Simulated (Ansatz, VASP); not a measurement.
**Al4P: VASP beside Ansatz**

```
Al P
1.0
    -1.84551    1.84551    6.63203
     1.84551   -1.84551    6.63203
     1.84551    1.84551   -6.63203
Al P
4 1
Direct
  0.75000 0.25000 0.50000
  0.59629 0.59629 0.00000
  0.40371 0.40371 0.00000
  0.25000 0.75000 0.50000
  0.00000 0.00000 0.00000
```

Change from the starting cell: species swapped into the BaIn4 type (I4/mmm, No. 139).

Alike in both runs: functional PBE; k mesh 6 × 6 × 6; occupations gaussian, width 0.1 eV; no spin polarisation.

Ansatz relaxed the structure, and its values are those at the end. VASP's run is a single point on that final structure, the one shown.

```csv
,VASP,Ansatz
version,VASP 6.6.1,Ansatz 0.2.0
potentials or method,"VASP PAW PBE potentials, release 64 (Al, P), cutoff 520 eV","scalar-relativistic, plane waves, PAW"
valence electrons in the cell,17,17
```

Ansatz gave:

| Property | Result |
| --- | --- |
| gap on the k mesh at the Fermi level (eV) | none |
| pressure (GPa) | 0.1 |
| rms of the force components (eV/Å) | 0.014 |

Problem. Estimate VASP's values.

Solution. gap on the k mesh at the Fermi level (eV): none; pressure (GPa): 0.0; rms of the force components (eV/Å): 0.015.

A gap of «none» marks a metal or a gap that the smearing closes.

The k mesh is coarse, so the values compare programs but aren't converged.
